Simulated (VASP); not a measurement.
# BiP (rocksalt type) (Fm-3m) in VASP: a series of runs

The runs below take BiP (rocksalt type) through single point, with PBE.

Everything below comes from runs of VASP 6.6.1. Logs are shortened: lines on timing, memory, paths and dates and some standing lists are left out, and cuts for length are marked.

**1. The cell of the first run**

It takes space group Fm-3m (No. 225, cubic). Conventional cell: a = 5.769 Å, b = 5.769 Å, c = 5.769 Å, α = 90.00°, β = 90.00°, γ = 90.00°. Bi (site symmetry m-3m) has 6 P at 2.88 Å within 3.8 Å. P (site symmetry m-3m) has 6 Bi at 2.88 Å within 3.8 Å.

**2. Single point, PBE (24.00 Å³/atom)**

Contents of INCAR:

```
SYSTEM = BiP
  PREC = Accurate
  ENCUT = 520
  EDIFF = 1E-7
  ISMEAR = -1
  SIGMA = 0.05
  LREAL = .False.
  LASPH = .True.
  NELM = 100
  ALGO = Normal
  ISIF = 2
  LWAVE = .False.
  LCHARG = .False.
  GGA = PE
  NBANDS = 17
```

Contents of KPOINTS:

```
Automatic mesh
0
Gamma
  12 12 12
  0 0 0
```

Contents of POSCAR:

```
BiP
1.0
    0.0000000000      2.8843609856      2.8843609856
    2.8843609856      0.0000000000      2.8843609856
    2.8843609856      2.8843609856      0.0000000000
Bi P
1 1
Direct
    0.0000000000      0.0000000000      0.0000000000
    0.5000000000      0.5000000000      0.5000000000
```

Potentials or basis: VASP PAW PBE potentials, release 64 (Bi_d, P).

Launch:

```bash
$ cat potpaw_PBE.64/Bi_d/POTCAR potpaw_PBE.64/P/POTCAR > POTCAR
$ mpirun -np 1 vasp_std > vasp.out
```

OUTCAR:

```text
SYSTEM = BiP
   PREC = Accurate
   ENCUT = 520
   EDIFF = 1E-7
   ISMEAR = -1
   LREAL = .False.
   LASPH = .True.
   NELM = 100
   ISIF = 2
   GGA = PE

 ion  position               nearest neighbor table
   1  0.000  0.000  0.000-   2 2.88   2 2.88   2 2.88   2 2.88   2 2.88   2 2.88
   2  0.500  0.500  0.500-   1 2.88   1 2.88   1 2.88   1 2.88   1 2.88   1 2.88

  LATTYP: Found a face centered cubic cell.
 ALAT       =     5.7687219712

  Lattice vectors:

 A1 = (   0.0000000000,   2.8843609856,   2.8843609856)
 A2 = (   2.8843609856,   0.0000000000,   2.8843609856)
 A3 = (   2.8843609856,   2.8843609856,   0.0000000000)

Analysis of symmetry for initial positions (statically):
=====================================================================
 Subroutine PRICEL returns:
 Original cell was already a primitive cell.

 Routine SETGRP: Setting up the symmetry group for a
 face centered cubic supercell.

 Subroutine GETGRP returns: Found 48 space group operations
 (whereof 48 operations were pure point group operations)
 out of a pool of 48 trial point group operations.

The static configuration has the point symmetry O_h .

Analysis of symmetry for dynamics (positions and initial velocities):
=====================================================================
 Subroutine PRICEL returns:
 Original cell was already a primitive cell.

 Routine SETGRP: Setting up the symmetry group for a
 face centered cubic supercell.

 Subroutine GETGRP returns: Found 48 space group operations
 (whereof 48 operations were pure point group operations)
 out of a pool of 48 trial point group operations.

The dynamic configuration has the point symmetry O_h .

 Subroutine INISYM returns: Found 48 space group operations
 (whereof 48 operations are pure point group operations),
 and found     1 'primitive' translations

----------------------------------------------------------------------------------------

                                     Primitive cell

  volume of cell :      47.9931

  direct lattice vectors                    reciprocal lattice vectors
     0.000000000  2.884360986  2.884360986    -0.173348621  0.173348621  0.173348621
     2.884360986  0.000000000  2.884360986     0.173348621 -0.173348621  0.173348621
     2.884360986  2.884360986  0.000000000     0.173348621  0.173348621 -0.173348621

  length of vectors
     4.079102425  4.079102425  4.079102425     0.300248619  0.300248619  0.300248619

  position of ions in fractional coordinates (direct lattice)
     0.000000000  0.000000000  0.000000000
     0.500000000  0.500000000  0.500000000

  ion indices of the primitive-cell ions
   primitive index   ion index
                 1           1
                 2           2

----------------------------------------------------------------------------------------

 KPOINTS: Automatic mesh

Automatic generation of k-mesh.
 Grid dimensions read from file:
 generate k-points for:   12   12   12

 Generating k-lattice:

  Cartesian coordinates                     Fractional coordinates (reciprocal lattice)
    -0.014445718  0.014445718  0.014445718     0.083333333  0.000000000  0.000000000
     0.014445718 -0.014445718  0.014445718     0.000000000  0.083333333  0.000000000
     0.014445718  0.014445718 -0.014445718     0.000000000  0.000000000  0.083333333

  Length of vectors
     0.025020718  0.025020718  0.025020718

  Shift w.r.t. Gamma in fractional coordinates (k-lattice)
     0.000000000  0.000000000  0.000000000

 Subroutine IBZKPT returns following result:
 ===========================================

 Found     72 irreducible k-points:

 Following reciprocal coordinates:
            Coordinates               Weight
  0.000000  0.000000  0.000000      1.000000
  0.083333  0.000000  0.000000      8.000000
  0.166667  0.000000  0.000000      8.000000
  0.250000  0.000000  0.000000      8.000000
  0.333333  0.000000  0.000000      8.000000
  0.416667  0.000000  0.000000      8.000000
[... 16 lines left out ...]
  0.500000  0.166667  0.000000     24.000000
 -0.416667  0.166667  0.000000     24.000000
 [... further k-points ...]
   k-points           NKPTS =     72   k-points in BZ     NKDIM =     72   number of bands    NBANDS=     17
   number of dos      NEDOS =    301   number of ions     NIONS =      2
   total plane-waves  NPLWV =  27000
   dimension x,y,z NGX =    30 NGY =   30 NGZ =   30
   dimension x,y,z NGXF=    60 NGYF=   60 NGZF=   60
   ions per type =               1   1
   NGX,Y,Z   is equivalent  to a cutoff of  12.23, 12.23, 12.23 a.u.
   NGXF,Y,Z  is equivalent  to a cutoff of  24.45, 24.45, 24.45 a.u.
 SYSTEM =  BiP
   PREC   = accura    normal or accurate (medium, high low for compatibility)
   ISTART =      0    job   : 0-new  1-cont  2-samecut
   ICHARG =      2    charge: 1-file 2-atom 10-const
   ISPIN  =      1    spin polarized calculation?
   LNONCOLLINEAR =      F non collinear calculations
   LSORBIT =      F    spin-orbit coupling
   LASPH  =      T    aspherical Exc in radial PAW
   ENCUT  =  520.0 eV  38.22 Ry    6.18 a.u.   7.58  7.58  7.58*2*pi/ulx,y,z
   NELM   =    100;   NELMIN=  2; NELMDL= -5     # of ELM steps
   EDIFF  = 0.1E-06   stopping-criterion for ELM
   LREAL  =      F    real-space projection
   EDIFFG = 0.1E-05   stopping-criterion for IOM
   NSW    =      0    number of steps for IOM
   IBRION =     -1    ionic relax: 0-MD 1-quasi-New 2-CG
   NFREE  =      0    steps in history (QN), initial steepest desc. (CG)
   ISIF   =      2    stress and relaxation
   ISYM   =      2    0-nonsym 1-usesym 2-fastsym
   POTIM  = 0.5000    time-step for ionic-motion
   TEBEG  =    0.0;   TEEND  =   0.0 temperature during run
   PSTRESS=    0.0 pullay stress
   NELECT =      20.0000    total number of electrons
   NUPDOWN=      -1.0000    fix difference up-down
   EMIN   =  10.00;   EMAX   =-10.00  energy-range for DOS
   EFERMI =   0.00;   METHOD = LEGACY
   ISMEAR =    -1;   SIGMA  =   0.05  broadening in eV -4-tet -1-fermi 0-gaus
   EFERMI_NEDOS =   21; number of points for ismear=-14 and -15
   IALGO  =     38    algorithm
   IMIX   =      4    mixing-type and parameters
     AMIX     =   0.40;   BMIX     =  1.00
     AMIX_MAG =   1.60;   BMIX_MAG =  1.00
  volume/ion in A,a.u.               =      24.00       161.94
  Fermi-wavevector in a.u.,A,eV,Ry     =   1.222809  2.310774 20.344266  1.495261
  Thomas-Fermi vector in A             =   2.357942
   LORBIT       =      0    0 simple, 1 ext, 2 COOP (PROOUT), +10 PAW based schemes
   GGA     = PE    functional components
   LHFCALC =     F    Hartree Fock is set to
   AEXX    =    0.0000 exact exchange contribution
   IVDW    =     0    specifies the selected vdW correction
   LEPSILON=     F    determine dielectric tensor
   LRPA    =     F    only Hartree local field effects (RPA)
 non-spin polarized calculation
  energy-cutoff  :      520.00
  volume of cell :       47.99
 maximum number of plane-waves:      1308
   NGX = 15   NGY = 15   NGZ = 15

 number of electron      19.9999996 magnetization

 Free energy of the ion-electron system (eV)
  ---------------------------------------------------
  ext. energy  EPLUGINS =         0.00000000
  ---------------------------------------------------
  free energy    TOTEN  =        -9.02228889 eV

  energy without entropy =       -9.02079268  energy(sigma->0) =       -9.02154079

 E-fermi :   7.7785     XC(G=0): -10.3266

 val. band max:        7.6913750074   @ k =  -0.1667   0.1667   0.0000
 cond. band min:       7.7793834151   @ k =   0.5000   0.0000   0.0000
 fundamental gap:      0.0880084077
 Fermi energy:         7.7784836994

 k-point     1 :       0.0000    0.0000    0.0000
  band No.  band energies     occupation
      1     -15.4065      2.00000
      2     -15.4065      2.00000
      3     -15.4065      2.00000
      4     -15.4006      2.00000
      5     -15.4006      2.00000
      6      -6.4035      2.00000
[... 9 lines left out ...]
     16      13.2622      0.00000
     17      15.4565      0.00000

 k-point     2 :       0.0833    0.0000    0.0000
  band No.  band energies     occupation
      1     -15.4061      2.00000
      2     -15.4055      2.00000
      3     -15.4055      2.00000
      4     -15.4007      2.00000
      5     -15.4007      2.00000
      6      -6.3170      2.00000
[... 9 lines left out ...]
     16      13.4406      0.00000
     17      16.0973      0.00000

 k-point     3 :       0.1667    0.0000    0.0000
  band No.  band energies     occupation
      1     -15.4062      2.00000
      2     -15.4062      2.00000
      3     -15.4051      2.00000
      4     -15.3972      2.00000
      5     -15.3972      2.00000
      6      -6.0583      2.00000
[... 9 lines left out ...]
     16      13.8978      0.00000
     17      17.5388      0.00000

 k-point     4 :       0.2500    0.0000    0.0000
  band No.  band energies     occupation
      1     -15.4094      2.00000
      2     -15.4094      2.00000
      3     -15.4037      2.00000
      4     -15.3901      2.00000
      5     -15.3901      2.00000
      6      -5.6314      2.00000
[... 9 lines left out ...]
     16      14.5960      0.00000
     17      19.1128      0.00000
[... 343 lines left out ...]
      1     -15.4206      2.00000
      2     -15.4044      2.00000
      3     -15.4037      2.00000
      4     -15.3840      2.00000
      5     -15.3757      2.00000
      6      -4.5621      2.00000
[... 9 lines left out ...]
     16      17.2733      0.00000
     17      18.7015      0.00000

 k-point    23 :       0.5000    0.1667    0.0000
  band No.  band energies     occupation
      1     -15.4214      2.00000
      2     -15.4073      2.00000
      3     -15.3991      2.00000
      4     -15.3821      2.00000
      5     -15.3741      2.00000
      6      -3.8741      2.00000
[... 9 lines left out ...]
     16      17.4957      0.00000
     17      18.2993      0.00000

 k-point    24 :      -0.4167    0.1667    0.0000
  band No.  band energies     occupation
      1     -15.4200      2.00000
      2     -15.4091      2.00000
      3     -15.3967      2.00000
      4     -15.3809      2.00000
      5     -15.3766      2.00000
      6      -3.6593      2.00000
[... 9 lines left out ...]
     16      16.4103      0.00000
     17      19.1723      0.00000

 [... further k-points ...]

------------------------ aborting loop because EDIFF is reached ----------------------------------------

  FORCE on cell =-STRESS in cart. coord.  units (eV):
  Direction    XX          YY          ZZ          XY          YZ          ZX
  --------------------------------------------------------------------------------------
  -------------------------------------------------------------------------------------
  Total        0.9421779      0.9421779      0.9421779      0.0000000      0.0000000      0.0000000
  in kB       31.4531874     31.4531874     31.4531874      0.0000000      0.0000000      0.0000000
  external PRESSURE =      31.4531874 kB  Pullay stress =       0.0000000 kB

 VOLUME and BASIS-vectors are now :
 -----------------------------------------------------------------------------
  energy-cutoff  :      520.00
  volume of cell :       47.99
      direct lattice vectors                 reciprocal lattice vectors
     0.000000000  2.884360986  2.884360986    -0.173348621  0.173348621  0.173348621
     2.884360986  0.000000000  2.884360986     0.173348621 -0.173348621  0.173348621
     2.884360986  2.884360986  0.000000000     0.173348621  0.173348621 -0.173348621

 POSITION                                       TOTAL-FORCE (eV/Angst)
 -----------------------------------------------------------------------------------
      0.00000      0.00000      0.00000         0.000000      0.000000      0.000000
      2.88436      2.88436      2.88436        -0.000000     -0.000000     -0.000000
 -----------------------------------------------------------------------------------
    total drift:                               -0.000000      0.000000      0.000000

  FREE ENERGIE OF THE ION-ELECTRON SYSTEM (eV)
  ---------------------------------------------------
  free  energy   TOTEN  =        -9.0222888933 eV

  energy  without entropy=       -9.0207926791  energy(sigma->0) =       -9.02154079
```

Run time: 29 s. Hardware: 1 thread of Intel Xeon 6975P-C (Granite Rapids), shared host; peak memory 0.2 GiB.

Results:

| Property | Result |
| --- | --- |
| Free energy | -9.0223 eV |
| Pressure | 3.1 GPa |

Caveat: the cell stands under pressure; spin-orbit coupling is left out, which moves the levels of the heavy elements.

**3. Single point, PBE (24.50 Å³/atom)**

This run uses another cell than the first one, of 24.50 Å³/atom.

Contents of INCAR:

```
SYSTEM = BiP
PREC = Accurate
ENCUT = 520
EDIFF = 1E-7
ISMEAR = -1
SIGMA = 0.05
LREAL = .FALSE.
LASPH = .TRUE.
NELM = 80
ALGO = Normal
ISIF = 2
LWAVE = .FALSE.
LCHARG = .FALSE.
GGA = PE
NBANDS = 17
```

Contents of KPOINTS:

```
regular mesh
0
G
  12 12 12
  0 0 0
```

Contents of POSCAR:

```
BiP
1.0
    0.0000000000      2.9042537590      2.9042537590
    2.9042537590      0.0000000000      2.9042537590
    2.9042537590      2.9042537590      0.0000000000
Bi P
1 1
Direct
    0.0000000000      0.0000000000      0.0000000000
    0.5000000000      0.5000000000      0.5000000000
```

Potentials or basis: VASP PAW PBE potentials, release 64 (Bi_d, P).

Launch:

```bash
$ cat potpaw_PBE.64/Bi_d/POTCAR potpaw_PBE.64/P/POTCAR > POTCAR
$ mpirun -np 1 vasp_std > vasp.out
```

Run time: 20 s. Hardware: 1 thread of Intel Xeon 6975P-C (Granite Rapids), shared host; peak memory 0.21 GiB.

Results (log left out):

* Free energy: -9.0370 eV
* Pressure: 1.5 GPa
* Band gap on the k mesh: 0.03 eV

Levels at points of the mesh, in eV from the valence-band top:
| k point | band 8 | band 9 | band 10 | band 11 | band 12 | band 13 |
| --- | --- | --- | --- | --- | --- | --- |
| (0.00, 0.00, 0.00) | -1.79 | -1.79 | -1.79 | 4.00 | 4.00 | 4.00 |
| (0.50, 0.00, 0.00) | -0.96 | -0.96 | 0.00 | 0.03 | 0.03 | 0.08 |
| (0.50, 0.50, 0.00) | -6.09 | -3.80 | -3.80 | 2.54 | 5.72 | 5.72 |

Caveat: spin-orbit coupling is left out, which moves the levels of the heavy elements. A k mesh can miss the band edges.

**4. Single point, PBE**

This run uses another cell than the first one, of 25.00 Å³/atom.

Contents of INCAR:

```
ALGO = Normal
EDIFF = 1E-7
ENCUT = 520
GGA = PE
ISIF = 2
ISMEAR = -1
LASPH = True
LCHARG = False
LREAL = False
LWAVE = False
NBANDS = 17
NELM = 60
PREC = Accurate
SIGMA = 0.05
```

Contents of KPOINTS:

```
k-points
0
Gamma
  12 12 12
```

Contents of POSCAR:

```
BiP
1.0
    0.0000000000      2.9238776904      2.9238776904
    2.9238776904      0.0000000000      2.9238776904
    2.9238776904      2.9238776904      0.0000000000
Bi P
1 1
Direct
    0.0000000000      0.0000000000      0.0000000000
    0.5000000000      0.5000000000      0.5000000000
```

Potentials or basis: VASP PAW PBE potentials, release 64 (Bi_d, P).

Launch:

```bash
$ cat potpaw_PBE.64/Bi_d/POTCAR potpaw_PBE.64/P/POTCAR > POTCAR
$ mpirun -np 1 vasp_std > vasp.out
```

OUTCAR:

```text
EDIFF = 1E-7
   ENCUT = 520
   GGA = PE
   ISIF = 2
   ISMEAR = -1
   LASPH = True
   LREAL = False
   NELM = 60
   PREC = Accurate

 ion  position               nearest neighbor table
   1  0.000  0.000  0.000-   2 2.92   2 2.92   2 2.92   2 2.92   2 2.92   2 2.92
   2  0.500  0.500  0.500-   1 2.92   1 2.92   1 2.92   1 2.92   1 2.92   1 2.92

  LATTYP: Found a face centered cubic cell.
 ALAT       =     5.8477553808

  Lattice vectors:

 A1 = (   0.0000000000,   2.9238776904,   2.9238776904)
 A2 = (   2.9238776904,   0.0000000000,   2.9238776904)
 A3 = (   2.9238776904,   2.9238776904,   0.0000000000)

Analysis of symmetry for initial positions (statically):
=====================================================================
 Subroutine PRICEL returns:
 Original cell was already a primitive cell.

 Routine SETGRP: Setting up the symmetry group for a
 face centered cubic supercell.

 Subroutine GETGRP returns: Found 48 space group operations
 (whereof 48 operations were pure point group operations)
 out of a pool of 48 trial point group operations.

The static configuration has the point symmetry O_h .
[... 157 lines left out ...]

  energy without entropy =       -9.04071250  energy(sigma->0) =       -9.04131379

 E-fermi :   7.2405     XC(G=0): -10.1388

 val. band max:        7.2399409512   @ k =   0.5000   0.0000   0.0000
 cond. band min:       7.2840509764   @ k =   0.5000   0.0000   0.0000
 fundamental gap:      0.0441100252
 Fermi energy:         7.2405333555

 k-point     1 :       0.0000    0.0000    0.0000
  band No.  band energies     occupation
      1     -15.9123      2.00000
      2     -15.9123      2.00000
      3     -15.9123      2.00000
      4     -15.9048      2.00000
      5     -15.9048      2.00000
      6      -6.5987      2.00000
[... 457 lines left out ...]
      4     -15.8901      2.00000
      5     -15.8866      2.00000
      6      -4.0274      2.00000
[... 9 lines left out ...]
     16      15.8878      0.00000
     17      18.4781      0.00000

 [... further k-points ...]

------------------------ aborting loop because EDIFF is reached ----------------------------------------

  FORCE on cell =-STRESS in cart. coord.  units (eV):
  Direction    XX          YY          ZZ          XY          YZ          ZX
  --------------------------------------------------------------------------------------
  -------------------------------------------------------------------------------------
  Total       -0.0064893     -0.0064893     -0.0064893      0.0000000     -0.0000000      0.0000000
  in kB       -0.2079716     -0.2079716     -0.2079716      0.0000000     -0.0000000      0.0000000
  external PRESSURE =      -0.2079716 kB  Pullay stress =       0.0000000 kB

 VOLUME and BASIS-vectors are now :
 -----------------------------------------------------------------------------
  energy-cutoff  :      520.00
  volume of cell :       49.99
      direct lattice vectors                 reciprocal lattice vectors
     0.000000000  2.923877690  2.923877690    -0.171005785  0.171005785  0.171005785
     2.923877690  0.000000000  2.923877690     0.171005785 -0.171005785  0.171005785
     2.923877690  2.923877690  0.000000000     0.171005785  0.171005785 -0.171005785

 POSITION                                       TOTAL-FORCE (eV/Angst)
 -----------------------------------------------------------------------------------
      0.00000      0.00000      0.00000         0.000000      0.000000      0.000000
      2.92388      2.92388      2.92388        -0.000000     -0.000000     -0.000000
 -----------------------------------------------------------------------------------
    total drift:                                0.000000     -0.000000     -0.000000

  FREE ENERGIE OF THE ION-ELECTRON SYSTEM (eV)
  ---------------------------------------------------
  free  energy   TOTEN  =        -9.0419150809 eV

  energy  without entropy=       -9.0407125020  energy(sigma->0) =       -9.04131379
```

Wall time 20 s (1 thread of Intel Xeon 6975P-C (Granite Rapids), shared host); peak memory 0.21 GiB.

What came out:

```
Free energy            : -9.0419 eV
Pressure               : 0.0 GPa
Band gap on the k mesh : 0.04 eV
```

Levels at points of the mesh, in eV from the valence-band top:
```
           k point  band 7  band 8  band 9  band 10  band 11  band 12  band 13  band 14
(0.00, 0.00, 0.00)   -5.68   -1.73   -1.73    -1.73     3.93     3.93     3.93     5.55
(0.50, 0.00, 0.00)  -10.43   -0.92   -0.92     0.00     0.04     0.06     0.06     8.87
(0.50, 0.50, 0.00)   -8.38   -5.94   -3.69    -3.69     2.62     5.60     5.60     6.83
```

Caveat: spin-orbit coupling is left out, which moves the levels of the heavy elements. A k mesh can miss the band edges.

**5. Summary**

```csv
cell,gap on the mesh (eV),pressure (GPa)
"a = 4.079 Å, angles 60.0°, 2 atoms",-,3.1
"a = 4.107 Å, angles 60.0°, 2 atoms",0.03,1.5
"a = 4.135 Å, angles 60.0°, 2 atoms",0.04,0.0
```

Alike in all rows: task single point; level PBE; potentials or basis VASP PAW PBE potentials, release 64 (Bi_d, P); no spin polarisation; k mesh 12 × 12 × 12; cutoff (eV) 520; smearing fermi-dirac 0.05 eV.

Caveats: spin-orbit coupling is left out, which moves the levels of the heavy elements; the cell stands under pressure (at least some runs).

Total energies depend on the potentials used, so only differences within one code and one set of settings carry meaning.
